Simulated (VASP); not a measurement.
# Zn (Fd-3m) in VASP: notebook

Zn is run at these levels: PBE; tasks: single point.

All numbers are computed with VASP 6.6.1; they aren't measurements. Logs are shortened: lines on timing, memory, paths and dates and some standing lists are left out, and cuts for length are marked.

## 1. The cell of the first run

It takes space group Fd-3m (No. 227, cubic). The conventional cell has a = 5.090 Å, b = 5.090 Å, c = 5.090 Å, α = 90.00°, β = 90.00°, γ = 90.00°. Within 2.9 Å of Zn (site symmetry -43m) lie 4 Zn at 2.20 Å.

## 2. Single point, PBE

The input, INCAR:

```
SYSTEM = Zn
PREC = Accurate
ENCUT = 520
EDIFF = 1E-6
ISMEAR = -1
SIGMA = 0.1
LREAL = .False.
LASPH = .True.
NELM = 100
ALGO = Normal
ISIF = 2
LWAVE = .False.
LCHARG = .False.
GGA = PE
NBANDS = 19
```

The input, KPOINTS:

```
regular mesh
0
Gamma
  7 7 7
  0 0 0
```

The input, POSCAR:

```
Zn
1.0
    0.0000000000      2.5448269101      2.5448269101
    2.5448269101      0.0000000000      2.5448269101
    2.5448269101      2.5448269101      0.0000000000
Zn
2
Direct
    0.0000000000      0.0000000000      0.0000000000
    0.2500000000      0.2500000000      0.2500000000
```

Potentials or basis: VASP PAW PBE potentials, release 64 (Zn).

Started as:

```sh
cat potpaw_PBE.64/Zn/POTCAR > POTCAR
mpirun -np 1 vasp_std > vasp.out
```

OUTCAR:

```text
SYSTEM = Zn
   PREC = Accurate
   ENCUT = 520
   EDIFF = 1E-6
   ISMEAR = -1
   LREAL = .False.
   LASPH = .True.
   NELM = 100
   ISIF = 2
   GGA = PE

 ion  position               nearest neighbor table
   1  0.000  0.000  0.000-   2 2.20   2 2.20   2 2.20   2 2.20
   2  0.250  0.250  0.250-   1 2.20   1 2.20   1 2.20   1 2.20

  LATTYP: Found a face centered cubic cell.
 ALAT       =     5.0896538202

  Lattice vectors:

 A1 = (   0.0000000000,   2.5448269101,   2.5448269101)
 A2 = (   2.5448269101,   0.0000000000,   2.5448269101)
 A3 = (   2.5448269101,   2.5448269101,   0.0000000000)

Analysis of symmetry for initial positions (statically):
=====================================================================
 Subroutine PRICEL returns:
 Original cell was already a primitive cell.

 Routine SETGRP: Setting up the symmetry group for a
 face centered cubic supercell.

 Subroutine GETGRP returns: Found 48 space group operations
 (whereof 24 operations were pure point group operations)
 out of a pool of 48 trial point group operations.

The static configuration has the point symmetry T_d .
 The point group associated with its full space group is O_h .

Analysis of symmetry for dynamics (positions and initial velocities):
=====================================================================
 Subroutine PRICEL returns:
 Original cell was already a primitive cell.

 Routine SETGRP: Setting up the symmetry group for a
 face centered cubic supercell.

 Subroutine GETGRP returns: Found 48 space group operations
 (whereof 24 operations were pure point group operations)
 out of a pool of 48 trial point group operations.

The dynamic configuration has the point symmetry T_d .
 The point group associated with its full space group is O_h .

 Subroutine INISYM returns: Found 48 space group operations
 (whereof 24 operations are pure point group operations),
 and found     1 'primitive' translations

----------------------------------------------------------------------------------------

                                     Primitive cell

  volume of cell :      32.9613

  direct lattice vectors                    reciprocal lattice vectors
     0.000000000  2.544826910  2.544826910    -0.196477017  0.196477017  0.196477017
     2.544826910  0.000000000  2.544826910     0.196477017 -0.196477017  0.196477017
     2.544826910  2.544826910  0.000000000     0.196477017  0.196477017 -0.196477017

  length of vectors
     3.598928730  3.598928730  3.598928730     0.340308176  0.340308176  0.340308176

  position of ions in fractional coordinates (direct lattice)
     0.000000000  0.000000000  0.000000000
     0.250000000  0.250000000  0.250000000

  ion indices of the primitive-cell ions
   primitive index   ion index
                 1           1
                 2           2

----------------------------------------------------------------------------------------

 KPOINTS: regular mesh

Automatic generation of k-mesh.
 Grid dimensions read from file:
 generate k-points for:    7    7    7

 Generating k-lattice:

  Cartesian coordinates                     Fractional coordinates (reciprocal lattice)
    -0.028068145  0.028068145  0.028068145     0.142857143  0.000000000  0.000000000
     0.028068145 -0.028068145  0.028068145     0.000000000  0.142857143  0.000000000
     0.028068145  0.028068145 -0.028068145     0.000000000  0.000000000  0.142857143

  Length of vectors
     0.048615454  0.048615454  0.048615454

  Shift w.r.t. Gamma in fractional coordinates (k-lattice)
     0.000000000  0.000000000  0.000000000

 Subroutine IBZKPT returns following result:
 ===========================================

 Found     20 irreducible k-points:

 Following reciprocal coordinates:
            Coordinates               Weight
  0.000000  0.000000  0.000000      1.000000
  0.142857  0.000000  0.000000      8.000000
  0.285714  0.000000  0.000000      8.000000
  0.428571  0.000000  0.000000      8.000000
  0.142857  0.142857  0.000000      6.000000
  0.285714  0.142857  0.000000     24.000000
[... 12 lines left out ...]
 -0.428571  0.428571  0.142857     24.000000
 -0.285714  0.428571  0.142857     24.000000
   k-points           NKPTS =     20   k-points in BZ     NKDIM =     20   number of bands    NBANDS=     19
   number of dos      NEDOS =    301   number of ions     NIONS =      2
   total plane-waves  NPLWV =  21952
   dimension x,y,z NGX =    28 NGY =   28 NGZ =   28
   dimension x,y,z NGXF=    56 NGYF=   56 NGZF=   56
   ions per type =               2
   NGX,Y,Z   is equivalent  to a cutoff of  12.93, 12.93, 12.93 a.u.
   NGXF,Y,Z  is equivalent  to a cutoff of  25.87, 25.87, 25.87 a.u.
 SYSTEM =  Zn
   PREC   = accura    normal or accurate (medium, high low for compatibility)
   ISTART =      0    job   : 0-new  1-cont  2-samecut
   ICHARG =      2    charge: 1-file 2-atom 10-const
   ISPIN  =      1    spin polarized calculation?
   LNONCOLLINEAR =      F non collinear calculations
   LSORBIT =      F    spin-orbit coupling
   LASPH  =      T    aspherical Exc in radial PAW
   ENCUT  =  520.0 eV  38.22 Ry    6.18 a.u.   6.69  6.69  6.69*2*pi/ulx,y,z
   NELM   =    100;   NELMIN=  2; NELMDL= -5     # of ELM steps
   EDIFF  = 0.1E-05   stopping-criterion for ELM
   LREAL  =      F    real-space projection
   EDIFFG = 0.1E-04   stopping-criterion for IOM
   NSW    =      0    number of steps for IOM
   IBRION =     -1    ionic relax: 0-MD 1-quasi-New 2-CG
   NFREE  =      0    steps in history (QN), initial steepest desc. (CG)
   ISIF   =      2    stress and relaxation
   ISYM   =      2    0-nonsym 1-usesym 2-fastsym
   POTIM  = 0.5000    time-step for ionic-motion
   TEBEG  =    0.0;   TEEND  =   0.0 temperature during run
   PSTRESS=    0.0 pullay stress
   NELECT =      24.0000    total number of electrons
   NUPDOWN=      -1.0000    fix difference up-down
   EMIN   =  10.00;   EMAX   =-10.00  energy-range for DOS
   EFERMI =   0.00;   METHOD = LEGACY
   ISMEAR =    -1;   SIGMA  =   0.10  broadening in eV -4-tet -1-fermi 0-gaus
   EFERMI_NEDOS =   21; number of points for ismear=-14 and -15
   IALGO  =     38    algorithm
   IMIX   =      4    mixing-type and parameters
     AMIX     =   0.40;   BMIX     =  1.00
     AMIX_MAG =   1.60;   BMIX_MAG =  1.00
  volume/ion in A,a.u.               =      16.48       111.22
  Fermi-wavevector in a.u.,A,eV,Ry     =   1.472800  2.783188 29.512924  2.169139
  Thomas-Fermi vector in A             =   2.587770
   LORBIT       =      0    0 simple, 1 ext, 2 COOP (PROOUT), +10 PAW based schemes
   GGA     = PE    functional components
   LHFCALC =     F    Hartree Fock is set to
   AEXX    =    0.0000 exact exchange contribution
   IVDW    =     0    specifies the selected vdW correction
   LEPSILON=     F    determine dielectric tensor
   LRPA    =     F    only Hartree local field effects (RPA)
 non-spin polarized calculation
  energy-cutoff  :      520.00
  volume of cell :       32.96
 maximum number of plane-waves:       905
   NGX = 13   NGY = 13   NGZ = 13

 number of electron      24.0000013 magnetization

 Free energy of the ion-electron system (eV)
  ---------------------------------------------------
  ext. energy  EPLUGINS =         0.00000000
  ---------------------------------------------------
  free energy    TOTEN  =        -0.22673206 eV

  energy without entropy =       -0.20768717  energy(sigma->0) =       -0.21720961

 E-fermi :   2.3472     XC(G=0): -10.8703

 val. band max:        2.3343040820   @ k =  -0.4286   0.4286   0.1429
 cond. band min:       2.7063675162   @ k =   0.4286   0.2857   0.1429
 fundamental gap:      0.3720634342
 Fermi energy:         2.3471811662

 k-point     1 :       0.0000    0.0000    0.0000
  band No.  band energies     occupation
      1      -7.4997      2.00000
      2      -6.3111      2.00000
      3      -6.3111      2.00000
      4      -6.3111      2.00000
      5      -6.2699      2.00000
      6      -6.2699      2.00000
[... 11 lines left out ...]
     18      13.7266      0.00000
     19      13.9676      0.00000

 k-point     2 :       0.1429    0.0000    0.0000
  band No.  band energies     occupation
      1      -7.1712      2.00000
      2      -6.3965      2.00000
      3      -6.3965      2.00000
      4      -6.2965      2.00000
      5      -6.1436      2.00000
      6      -6.1436      2.00000
[... 11 lines left out ...]
     18      14.4518      0.00000
     19      15.5957      0.00000

 k-point     3 :       0.2857    0.0000    0.0000
  band No.  band energies     occupation
      1      -6.4780      2.00000
      2      -6.4124      2.00000
      3      -6.4124      2.00000
      4      -6.1851      2.00000
      5      -6.0671      2.00000
      6      -6.0671      2.00000
[... 11 lines left out ...]
     18      13.5958      0.00000
     19      16.4673      0.00000

 k-point     4 :       0.4286    0.0000    0.0000
  band No.  band energies     occupation
      1      -6.3626      2.00000
      2      -6.3626      2.00000
      3      -6.2769      2.00000
      4      -6.1045      2.00000
      5      -6.1045      2.00000
      6      -6.0414      2.00000
[... 11 lines left out ...]
     18      12.6192      0.00000
     19      19.3809      0.00000

 k-point     5 :       0.1429    0.1429    0.0000
  band No.  band energies     occupation
      1      -7.0560      2.00000
      2      -6.4807      2.00000
      3      -6.3110      2.00000
      4      -6.3110      2.00000
      5      -6.1857      2.00000
      6      -6.0466      2.00000
[... 11 lines left out ...]
     18      13.9019      0.00000
     19      16.2982      0.00000
[... 246 lines left out ...]
      2      -6.4263      2.00000
      3      -6.2371      2.00000
      4      -6.0170      2.00000
      5      -5.9702      2.00000
      6      -5.7980      2.00000
[... 11 lines left out ...]
     18      16.7340      0.00000
     19      17.7716      0.00000

 k-point    18 :      -0.4286    0.2857    0.1429
  band No.  band energies     occupation
      1      -6.5275      2.00000
      2      -6.4746      2.00000
      3      -6.1710      2.00000
      4      -5.9652      2.00000
      5      -5.9286      2.00000
      6      -5.7668      2.00000
[... 11 lines left out ...]
     18      17.1672      0.00000
     19      18.0642      0.00000

 k-point    19 :      -0.4286    0.4286    0.1429
  band No.  band energies     occupation
      1      -6.5424      2.00000
      2      -6.4834      2.00000
      3      -6.1981      2.00000
      4      -6.0634      2.00000
      5      -5.7214      2.00000
      6      -5.5702      2.00000
[... 11 lines left out ...]
     18      18.8631      0.00000
     19      20.9247      0.00000

 k-point    20 :      -0.2857    0.4286    0.1429
  band No.  band energies     occupation
      1      -6.5672      2.00000
      2      -6.5030      2.00000
      3      -6.1373      2.00000
      4      -5.9777      2.00000
      5      -5.7874      2.00000
      6      -5.5591      2.00000
[... 11 lines left out ...]
     18      15.0176      0.00000
     19      20.6539      0.00000

------------------------ aborting loop because EDIFF is reached ----------------------------------------

  FORCE on cell =-STRESS in cart. coord.  units (eV):
  Direction    XX          YY          ZZ          XY          YZ          ZX
  --------------------------------------------------------------------------------------
  -------------------------------------------------------------------------------------
  Total        6.3327175      6.3327175      6.3327175      0.0000000     -0.0000000      0.0000000
  in kB      307.8193772    307.8193772    307.8193772      0.0000000     -0.0000000      0.0000000
  external PRESSURE =     307.8193772 kB  Pullay stress =       0.0000000 kB

 VOLUME and BASIS-vectors are now :
 -----------------------------------------------------------------------------
  energy-cutoff  :      520.00
  volume of cell :       32.96
      direct lattice vectors                 reciprocal lattice vectors
     0.000000000  2.544826910  2.544826910    -0.196477017  0.196477017  0.196477017
     2.544826910  0.000000000  2.544826910     0.196477017 -0.196477017  0.196477017
     2.544826910  2.544826910  0.000000000     0.196477017  0.196477017 -0.196477017

 POSITION                                       TOTAL-FORCE (eV/Angst)
 -----------------------------------------------------------------------------------
      0.00000      0.00000      0.00000         0.000000      0.000000      0.000000
      1.27241      1.27241      1.27241         0.000000     -0.000000     -0.000000
 -----------------------------------------------------------------------------------
    total drift:                                0.000000      0.000000      0.000000

  FREE ENERGIE OF THE ION-ELECTRON SYSTEM (eV)
  ---------------------------------------------------
  free  energy   TOTEN  =        -0.2267320630 eV

  energy  without entropy=       -0.2076871656  energy(sigma->0) =       -0.21720961
```

Run time: 8.3 s. Hardware: 1 thread of Intel Xeon 6975P-C, shared host; peak memory 0.15 GiB.

Results:

* Free energy: -0.2267 eV
* Pressure: 30.8 GPa
* Band gap on the k mesh: zero (band 12 reaches 9.68 eV, above the bottom of band 13 at 1.05 eV)

Levels at points of the mesh, in eV from the Fermi level:
| k point | band 10 | band 11 | band 12 | band 13 | band 14 | band 15 |
| --- | --- | --- | --- | --- | --- | --- |
| (0.00, 0.00, 0.00) | -7.07 | -7.07 | 7.33 | 7.33 | 7.33 | 8.55 |

## 3. Single point, PBE

This run uses another cell than the first one, of 17.80 Å³/atom, 1.080 times its volume.

The input, INCAR:

```
ALGO = Normal
EDIFF = 1E-6
ENCUT = 520
GGA = PE
ISIF = 2
ISMEAR = -1
LASPH = True
LCHARG = True
LELF = True
LREAL = False
LVHAR = True
LWAVE = False
NBANDS = 19
NELM = 60
PREC = Accurate
SIGMA = 0.1
```

The input, KPOINTS:

```
k-points
0
Gamma
  7 7 7
```

The input, POSCAR:

```
Zn
1.0
    0.0000000000      2.6111260766      2.6111260766
    2.6111260766      0.0000000000      2.6111260766
    2.6111260766      2.6111260766      0.0000000000
Zn
2
Direct
    0.0000000000      0.0000000000      0.0000000000
    0.2500000000      0.2500000000      0.2500000000
```

Potentials or basis: VASP PAW PBE potentials, release 64 (Zn).

Started as:

```sh
cat potpaw_PBE.64/Zn/POTCAR > POTCAR
mpirun -np 1 vasp_std > vasp.out
```

It took 7.2 s on 1 thread of Intel Xeon 6975P-C, shared host; peak memory 0.15 GiB.

The run converged. Its results:

- Free energy: -0.6445 eV
- Pressure: 20.5 GPa
- Band gap on the k mesh: zero (band 12 reaches 8.72 eV, above the bottom of band 13 at 0.75 eV)

Levels at points of the mesh, in eV from the Fermi level:
```
           k point  band 10  band 11  band 12  band 13  band 14  band 15
(0.00, 0.00, 0.00)    -7.00    -7.00     6.83     6.83     6.83     8.12
```

## 4. Single point, PBE

This run uses another cell than the first one, of 19.90 Å³/atom, 1.208 times its volume.

The input, INCAR:

```
SYSTEM = Zn
PREC = Accurate
ENCUT = 520
EDIFF = 1E-7
ISMEAR = -1
SIGMA = 0.1
LREAL = .False.
LASPH = .True.
NELM = 60
ALGO = Normal
ISIF = 2
LWAVE = .False.
LCHARG = .True.
GGA = PE
LELF = .True.
LVHAR = .True.
NBANDS = 19
```

The input, KPOINTS:

```
regular mesh
0
Gamma
  7 7 7
  0 0 0
```

The input, POSCAR:

```
Zn
1.0
    0.0000000000      2.7100000000      2.7100000000
    2.7100000000      0.0000000000      2.7100000000
    2.7100000000      2.7100000000      0.0000000000
Zn
2
Direct
    0.0000000000      0.0000000000      0.0000000000
    0.2500000000      0.2500000000      0.2500000000
```

Started as:

```sh
cat potpaw_PBE.64/Zn/POTCAR > POTCAR
mpirun -np 1 vasp_std > vasp.out
```

Run time: 9.3 s. Hardware: 1 thread of Intel Xeon 6975P-C, shared host; peak memory 0.16 GiB.

The run converged. Its results:

```yaml
Free_energy: -1.0370 eV
Pressure: 10.4 GPa
Band_gap_on_the_k_mesh: zero (band 12 reaches 7.47 eV, above the bottom of band 13 at 0.37 eV)
```

Levels at points of the mesh, in eV from the Fermi level:
```
           k point  band 9  band 10  band 11  band 12  band 13  band 14  band 15  band 16
(0.00, 0.00, 0.00)   -7.22    -6.90    -6.90     6.19     6.19     6.19     7.58     7.58
```

## 5. The runs side by side

```csv
cell,gap on the mesh (eV),pressure (GPa)
"a = 3.599 Å, angles 60.0°, 2 atoms",none,30.8
"a = 3.693 Å, angles 60.0°, 2 atoms",none,20.5
"a = 3.833 Å, angles 60.0°, 2 atoms",none,10.4
```

Alike in all rows: task single point; level PBE; potentials or basis VASP PAW PBE potentials, release 64 (Zn); no spin polarisation; k mesh 7 × 7 × 7; cutoff (eV) 520; smearing fermi-dirac 0.1 eV.

Absolute energies hang on the potentials; compare differences alone.
